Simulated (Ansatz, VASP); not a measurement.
## One calculation of Rh, two programs

File INCAR:

```
PREC     = Accurate       # precision mode
ENCUT    = 520            # plane-wave cutoff, eV
EDIFF    = 1E-6           # SCF threshold, eV
ISMEAR   = -1             # smearing method
SIGMA    = 0.1            # smearing width, eV
LREAL    = F              # projectors in reciprocal space
LASPH    = T              # aspherical terms in the spheres
NELM     = 80             # most SCF steps
ALGO     = Normal         # electronic algorithm
ISIF     = 2              # what is computed and relaxed
LWAVE    = F              # write WAVECAR
LCHARG   = T              # write CHGCAR
GGA      = RE             # functional
LELF     = T              # ELF
LVHAR    = T            
NBANDS   = 14             # bands
```

KPOINTS

```
regular mesh
0
Gamma
  14 14 14
```

File POSCAR:

```
Rh
1.0
    2.5508940649      0.0000000000      0.0000000000
    0.0000000000      2.5508940649      0.0000000000
    0.0000000000      0.0000000000      2.5508940649
Rh
1
Direct
    0.0000000000      0.0000000000      0.0000000000
```

Input for Ansatz:

```yaml
crystal:
  lattice:
    - [2.5508940649, 0.0, 0.0]
    - [0.0, 2.5508940649, 0.0]
    - [0.0, 0.0, 2.5508940649]
  atoms:
    - { symbol: Rh, position: [0.0, 0.0, 0.0] }
hamiltonian:
  xc: revpbe
  pseudopotentials:
    kind: paw
    azcp:
      Rh: "pseudopotentials/Rh.paw.azcp"
basis:
  ecutwfc: 420
  fft_grid_basis: typed
kpoints:
  mp_grid: { grid: [14, 14, 14], shift: [0, 0, 0] }
magnetization:
  spin_polarized: false
scf:
  occupations: { method: fermi_dirac, width: 0.1 }
  lower_state_search: "off"
output:
  stress: true
  write_density: true
  write_potential: true
  elf: true
  volumetric_format: npy
```

Alike in both runs: task single point; functional revPBE; k mesh 14 × 14 × 14; occupations fermi-dirac, width 0.1 eV; no spin polarisation.

|  | VASP | Ansatz |
| --- | --- | --- |
| version | VASP 6.6.1 | Ansatz 0.2.0 |
| potentials or method | VASP PAW PBE potentials, release 64 (Rh_pv), cutoff 520 eV | plane waves (420 eV) with PAW, scalar-relativistic |
| valence electrons in the cell | 15 | 17 |

```tsv
	VASP	Ansatz	Ansatz less VASP
pressure (GPa)	-0.1	-0.2	-0.08
```

VASP's potentials were made for PBE, not for revPBE. VASP's potentials hold 15 valence electrons a cell and Ansatz's 17, so a difference there can come from the potentials and not from the codes.
